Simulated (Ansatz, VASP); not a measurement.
**GaAs: VASP beside Ansatz**

```xyz
2
Lattice="3.2536 0.0000 0.0000 0.0000 3.2536 0.0000 0.0000 0.0000 3.2536" Properties=species:S:1:pos:R:3 pbc="T T T"
Ga    0.0000    0.0000    0.0000
As    1.6268    1.6268    1.6268
```

Alike in both runs: task single point; functional LDA; k mesh 6 × 6 × 6; occupations gaussian, width 0.05 eV; no spin polarisation.

```csv
,VASP,Ansatz
version,VASP 6.6.1,Ansatz 0.2.0
potentials or method,"VASP PAW LDA potentials, release 64 (Ga_d, As), cutoff 520 eV","scalar-relativistic, plane waves, PAW"
valence electrons in the cell,18,28
```

|  | VASP | Ansatz | Ansatz less VASP |
| --- | --- | --- | --- |
| gap on the k mesh at the Fermi level (eV) | none | none | - |
| pressure (GPa) | 2.3 | 2.0 | -0.29 |

LDA's correlation is that of Perdew and Zunger in VASP and of Perdew and Wang (1992) in Ansatz. A gap of «none» marks a metal or a gap that the smearing closes. VASP's potentials hold 18 valence electrons a cell and Ansatz's 28, so a difference there can come from the potentials and not from the codes.
